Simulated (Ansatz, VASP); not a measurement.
# Two plane-wave programs on MgO

POSCAR

```
MgO
1.0
    0.0000000000      2.1021674168      2.1021674168
    2.1021674168      0.0000000000      2.1021674168
    2.1021674168      2.1021674168      0.0000000000
Mg O
1 1
Direct
    0.0000000000      0.0000000000      0.0000000000
    0.5000000000      0.5000000000      0.5000000000
```

Contents of INCAR.step1:

```
PREC = Accurate ; ENCUT = 660
ISMEAR = 0 ; SIGMA = 0.01
LREAL = F ; LASPH = T
NELM = 120 ; NBANDS = 15
GGA = PE ; ALGO = Normal
EDIFF = 1E-5 ; LWAVE = T
LCHARG = F ; GGA_COMPAT = F
```

The input INCAR.step2:

```
PREC = Accurate ; ENCUT = 660
EDIFF = 1E-6 ; ISMEAR = 0
SIGMA = 0.01 ; LREAL = F
LASPH = T ; NELM = 120
ALGO = Normal ; ISIF = 2
LWAVE = F ; LCHARG = F
METAGGA = R2SCAN ; LMIXTAU = T
NBANDS = 15 ; ISTART = 1
GGA_COMPAT = F
```

KPOINTS

```
Automatic mesh
0
Gamma
  10 10 10
```

Input for Ansatz:

```yaml
crystal:
  lattice:
    - [0.0, 2.1021674168, 2.1021674168]
    - [2.1021674168, 0.0, 2.1021674168]
    - [2.1021674168, 2.1021674168, 0.0]
  atoms:
    - { symbol: Mg, position: [0.0, 0.0, 0.0] }
    - { symbol: O, position: [0.5, 0.5, 0.5] }
kpoints:
  mp_grid: { grid: [10, 10, 10] }
  band_path:
    path:
      - [0.0, 0.0, 0.0]
      - [0.5, 0.0, 0.5]
      - [0.625, 0.25, 0.625]
      - [0.375, 0.375, 0.75]
      - [0.5, 0.5, 0.5]
      - [0.5, 0.25, 0.75]
    npoints: 1
hamiltonian:
  xc: r2scan
scf:
  occupations: { method: fixed }
  n_extra_bands: 4
output:
  forces: true
  stress: true
  eigenvalues: true
  write_density: true
  write_potential: true
  elf: true
  volumetric_format: npy
```

Alike in both runs: task single point; functional r2SCAN; k mesh 10 × 10 × 10; no spin polarisation.

```csv
,VASP,Ansatz
version,VASP 6.6.1,Ansatz 0.2.0
potentials or method,"VASP PAW PBE potentials, release 64 (Mg_sv, O)","plane waves, PAW"
plane-wave cutoff (eV),660,500
occupations,"gaussian, width 0.01 eV",fixed
valence electrons in the cell,16,16
```

|  | VASP | Ansatz | Ansatz less VASP |
| --- | --- | --- | --- |
| gap on the k mesh at the Fermi level (eV) | 5.71 | 5.68 | -0.027 |
| pressure (GPa) | -0.2 | 0.0 | +0.18 |

VASP's potentials were made for PBE, not for r2SCAN.
